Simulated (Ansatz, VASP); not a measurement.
**One calculation of Y2Ga, two programs**

```xyz
6
Lattice="6.1325 0.0000 0.0000 0.0000 6.1325 0.0000 0.0000 0.0000 6.1325" Properties=species:S:1:pos:R:3 pbc="T T T"
Y     1.5331    1.5331    1.5331
Y     1.5331    4.5994    4.5994
Y     4.5994    4.5994    1.5331
Y     4.5994    1.5331    4.5994
Ga    0.0000    0.0000    0.0000
Ga    3.0662    3.0662    3.0662
```

Alike in both runs: task relaxation of cell and atoms; functional PBE; k mesh 6 × 6 × 6; occupations gaussian, width 0.1 eV; no spin polarisation.

|  | VASP | Ansatz |
| --- | --- | --- |
| version | VASP 6.6.1 | Ansatz 0.2.0 |
| potentials or method | VASP PAW PBE potentials, release 64 (Y_sv, Ga_d), cutoff 500 eV | scalar-relativistic, plane waves, PAW |
| valence electrons in the cell | 70 | 70 |

Ansatz gave:

```
gap on the k mesh at the Fermi level, each at its own relaxed structure (eV) : none
relaxed volume (Å³/atom)                                                     : 38.84
relaxed cell length with the largest relative difference (Å)                 : 6.154
```

**Question.** What did VASP give for the same quantities?

**Answer.** gap on the k mesh at the Fermi level, each at its own relaxed structure (eV): none; relaxed volume (Å³/atom): 38.86; relaxed cell length with the largest relative difference (Å): 6.155.

A gap of «none» marks a metal or a gap that the smearing closes.
